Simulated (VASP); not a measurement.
A run of VASP 6.6.1 is set up as follows.

INCAR

```
SYSTEM = AgCl
PREC = Accurate
ENCUT = 600
EDIFF = 1E-8
ISMEAR = 0
SIGMA = 0.01
LREAL = .False.
LASPH = .True.
NELM = 80
ALGO = Normal
ISIF = 3
LWAVE = .False.
LCHARG = .True.
GGA = PS
IBRION = 6
NFREE = 2
POTIM = 0.015
NSW = 1
```

Contents of KPOINTS:

```
regular mesh
0
Gamma
  8 8 8
  0 0 0
```

The input POSCAR:

```
AgCl
1.0
    0.0000000000      2.7237519381      2.7237519381
    2.7237519381      0.0000000000      2.7237519381
    2.7237519381      2.7237519381      0.0000000000
Ag Cl
1 1
Direct
    0.0000000000      0.0000000000      0.0000000000
    0.5000000000      0.5000000000      0.5000000000
```

Potentials or basis: VASP PAW PBE potentials, release 64 (Ag, Cl).

Command:

```console
$ cat potpaw_PBE.64/Ag/POTCAR potpaw_PBE.64/Cl/POTCAR > POTCAR
$ mpirun -np 1 vasp_std > vasp.out
```

(1) Estimate the elastic constants C11, C12, C44.

(2) Estimate the Voigt bulk modulus.

(3) What does it give for the highest phonon frequency at Γ, LO-TO splitting left out?

Answers

(1) 78, 47, 5 GPa.

(2) 57 GPa.

(3) 116 cm⁻¹.

Caveat: the PAW data sets were made with another functional, which shifts forces and pressure a little.
